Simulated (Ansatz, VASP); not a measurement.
## Two plane-wave programs on MgO

File INCAR:

```
ALGO = Normal ; EDIFF = 1E-6
ENCUT = 750 ; GGA = PE
GGA_COMPAT = False ; ISIF = 2
ISMEAR = -1 ; LASPH = True
LCHARG = True ; LELF = True
LREAL = False ; LVHAR = True
LWAVE = False ; NBANDS = 24
NELM = 120 ; PREC = Accurate
SIGMA = 0.5
```

KPOINTS

```
k-points
0
Gamma
  6 6 4
```

The input POSCAR:

```
MgO
1.0
    3.4840197850      0.0000000000      0.0000000000
   -1.7420098925      3.0172496411      0.0000000000
    0.0000000000      0.0000000000      4.1853204440
Mg O
2 2
Direct
    0.3333333333      0.6666666667      0.2500000000
    0.6666666667      0.3333333333      0.7500000000
    0.6666666667      0.3333333333      0.2500000000
    0.3333333333      0.6666666667      0.7500000000
```

Input for Ansatz:

```yaml
crystal:
  lattice:
    - [3.484019785, 0.0, 0.0]
    - [-1.7420098925, 3.0172496411, 0.0]
    - [0.0, 0.0, 4.185320444]
  atoms:
    - { symbol: Mg, position: [0.3333333333, 0.6666666667, 0.25] }
    - { symbol: Mg, position: [0.6666666667, 0.3333333333, 0.75] }
    - { symbol: O, position: [0.6666666667, 0.3333333333, 0.25] }
    - { symbol: O, position: [0.3333333333, 0.6666666667, 0.75] }
kpoints:
  mp_grid: { grid: [6, 6, 4] }
hamiltonian:
  xc: pbe
scf:
  occupations: { method: fermi_dirac, width: 0.5 }
  n_extra_bands: 5
output:
  forces: true
  stress: true
  eigenvalues: true
```

Alike in both runs: task single point; functional PBE; k mesh 6 × 6 × 4; occupations fermi-dirac, width 0.5 eV; no spin polarisation.

|  | VASP | Ansatz |
| --- | --- | --- |
| version | VASP 6.6.1 | Ansatz 0.2.0 |
| potentials or method | VASP PAW PBE potentials, release 64 (Mg_sv, O) | plane waves |
| plane-wave cutoff (eV) | 750 | 420 |
| valence electrons in the cell | 32 | 32 |

Ansatz gave:

| Item | Value |
| --- | --- |
| pressure (GPa) | 4.6 |
| traceless stress, the component that is largest in VASP (GPa) | 0.39 |

Q: What did VASP give for the same quantities?

A: Pressure (GPa): 4.3; traceless stress, the component that is largest in VASP (GPa): 0.38.
